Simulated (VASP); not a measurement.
A run of VASP 6.6.1:

The input INCAR:

```
  PREC = Accurate
  ENCUT = 520
  EDIFF = 1E-6
  ISMEAR = -1
  SIGMA = 0.1
  LREAL = False
  LASPH = True
  NELM = 60
  ALGO = Normal
  ISIF = 2
  LWAVE = False
  LCHARG = False
  GGA = B5
  ALDAX = 1.0
  AGGAX = 1.0
  AGGAC = 1.0
  ALDAC = 0.0
  NBANDS = 18
```

File KPOINTS:

```
regular mesh
0
Gamma
  12 12 7
```

File POSCAR:

```
Ag
1.0
    3.0257258452      0.0000000000      0.0000000000
   -1.5128629226      2.6203554469      0.0000000000
    0.0000000000      0.0000000000      4.8833325313
Ag
2
Direct
    0.3333333333      0.6666666667      0.2500000000
    0.6666666667      0.3333333333      0.7500000000
```

Potentials or basis: VASP PAW PBE potentials, release 64 (Ag).

Launch:

```console
$ cat potpaw_PBE.64/Ag/POTCAR > POTCAR
$ mpirun -np 1 vasp_std > vasp.out
```

Hardware: 1 thread of Intel Xeon 8259CL, on a shared host.

How long does it take, and how much memory?

Run time: 52 s on 1 thread of Intel Xeon 8259CL, on a shared host, peak memory 0.18 GiB. Counts: scf iterations 11, k points 76.
